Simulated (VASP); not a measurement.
Here is a VASP 6.6.1 calculation.

Contents of INCAR:

```
SYSTEM = Hg
  ALGO = Normal
  EDIFF = 1E-7
  ENCUT = 520
  GGA = PE
  ISIF = 2
  ISMEAR = -1
  LASPH = .True.
  LCHARG = .False.
  LREAL = .False.
  LWAVE = .False.
  NBANDS = 19
  NELM = 60
  PREC = Accurate
  SIGMA = 0.06122561905347299
```

The input KPOINTS:

```
k-points
0
Gamma
  13 13 13
  0 0 0
```

POSCAR

```
Hg
1.0
    0.0000000000      3.7854467543      3.7854467543
    3.7854467543      0.0000000000      3.7854467543
    3.7854467543      3.7854467543      0.0000000000
Hg
2
Direct
    0.0000000000      0.0000000000      0.0000000000
    0.2500000000      0.2500000000      0.2500000000
```

Potentials or basis: VASP PAW PBE potentials, release 64 (Hg).

Launch:

```sh
$ cat potpaw_PBE.64/Hg/POTCAR > POTCAR
$ mpirun -np 1 vasp_std > vasp.out
```

(1) Predict the pressure.

Results:

(1) 0.1 GPa.
